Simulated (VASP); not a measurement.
Input of a VASP 6.6.1 run:

File INCAR:

```
SYSTEM = Ge
PREC = Accurate
ENCUT = 520
EDIFF = 1E-7
ISMEAR = -1
SIGMA = 0.1
LREAL = .FALSE.
LASPH = .TRUE.
NELM = 80
ALGO = Normal
ISIF = 2
LWAVE = .FALSE.
LCHARG = .FALSE.
GGA = PS
NBANDS = 13
```

Contents of KPOINTS:

```
regular mesh
0
G
  15 15 15
  0 0 0
```

File POSCAR:

```
Ge
1.0
    2.3443948592      0.0000000000      0.0000000000
    0.0000000000      2.3443948592      0.0000000000
    0.0000000000      0.0000000000      2.3443948592
Ge
1
Direct
    0.0000000000      0.0000000000      0.0000000000
```

Potentials or basis: VASP PAW PBE potentials, release 64 (Ge_d).

The run is started by

```sh
$ cat potpaw_PBE.64/Ge_d/POTCAR > POTCAR
$ mpirun -np 1 vasp_std > vasp.out
```

Question: Estimate the pressure.

Answer: 74.2 GPa.

Question: What does it give for the band gap on the k mesh?

Answer: Zero (band 7 reaches 20.47 eV, above the bottom of band 8 at 8.50 eV).

Caveat: the PAW data sets were made with another functional, which shifts forces and pressure a little.
